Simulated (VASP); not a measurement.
HgTe:

```
CELL_PARAMETERS angstrom
-3.04560 3.04560 1.55941
3.04560 -3.04560 1.55941
3.04560 3.04560 -1.55941
ATOMIC_POSITIONS crystal
Hg 0.25000 0.75000 0.50000
Te 0.00000 0.00000 0.00000
```

```yaml
Program: VASP 6.6.1
Task: relaxation of cell and atoms
Functional: PBEsol
Potentials_or_basis: VASP PAW PBE potentials, release 64 (Hg, Te)
Cutoff: 600 eV
k_mesh: 16 × 16 × 16
Occupations: gaussian, width 0.1 eV
Spin: no spin polarisation
```

At the start: pressure -3.3 GPa; volume 28.93 Å³/atom.

Task: Where does the relaxation end?

Result: Over 10 steps the energy falls by 37.7 meV/atom and the volume is 26.70 Å³/atom (-7.7 %); space group I-4m2 (No. 119, to 0.1 Å) before and after.

Step by step:
```
step  energy change (eV)  largest force (eV/Å)  pressure (GPa)  volume (Å³)
   1              0.0000                0.0000           -3.32        57.86
   2             -0.0584                0.0000            0.62        52.97
   3             -0.0585                0.0000            0.43        53.16
   4             -0.0720                0.0000            0.56        52.92
   5             -0.0739                0.0000            0.68        52.79
   6             -0.0750                0.0000           -0.32        53.74
   7             -0.0753                0.0000           -0.02        53.44
   8             -0.0753                0.0000            0.00        53.42
   9             -0.0754                0.0000            0.01        53.42
  10             -0.0754                0.0000            0.02        53.41
```

Final structure:
```cif
data_structure
_symmetry_space_group_name_H-M 'P 1'
_symmetry_Int_Tables_number 1
_cell_length_a 4.4021
_cell_length_b 4.4021
_cell_length_c 4.4021
_cell_angle_alpha 97.426
_cell_angle_beta 97.426
_cell_angle_gamma 137.859
_cell_volume 53.41
loop_
_atom_site_label
_atom_site_type_symbol
_atom_site_fract_x
_atom_site_fract_y
_atom_site_fract_z
_atom_site_occupancy
Hg1 Hg 0.25000 0.75000 0.50000 1
Te1 Te 0.00000 0.00000 0.00000 1
```

Caveat: the PAW data sets were made with another functional, which shifts forces and pressure a little.
